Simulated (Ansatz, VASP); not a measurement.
# Ru in VASP and in Ansatz

```
Ru
1.0
     2.70235    0.00000    0.00000
    -1.35117    2.34030    0.00000
     0.00000    0.00000   27.79790
Ru
7
Cartesian
  0.0000 1.5602 7.5744
  1.3512 0.7801 9.6198
  0.0000 1.5602 11.7561
  1.3512 0.7801 13.8989
  0.0000 1.5602 16.0418
  1.3512 0.7801 18.1781
  0.0000 1.5602 20.2235
```

Alike in both runs: functional r2SCAN; k mesh 15 × 15 × 1; occupations gaussian, width 0.1 eV; no spin polarisation.

Ansatz relaxed the structure, and its values are those at the end. VASP's run is a single point on that final structure, the one shown.

|  | VASP | Ansatz |
| --- | --- | --- |
| version | VASP 6.6.1 | Ansatz 0.2.0 |
| potentials or method | VASP PAW PBE potentials, release 64 (Ru_pv), cutoff 520 eV | scalar-relativistic, plane waves, PAW |
| valence electrons in the cell | 98 | 112 |

|  | VASP | Ansatz | Ansatz less VASP |
| --- | --- | --- | --- |
| gap on the k mesh at the Fermi level (eV) | none | none | - |
| rms of the force components (eV/Å) | 0.032 | 0.001 | -0.0309 |

VASP's potentials were made for PBE, not for r2SCAN. A gap of «none» marks a metal or a gap that the smearing closes. VASP's potentials hold 98 valence electrons a cell and Ansatz's 112, so a difference there can come from the potentials and not from the codes. Ansatz's warnings: xc potential rough in thin density.
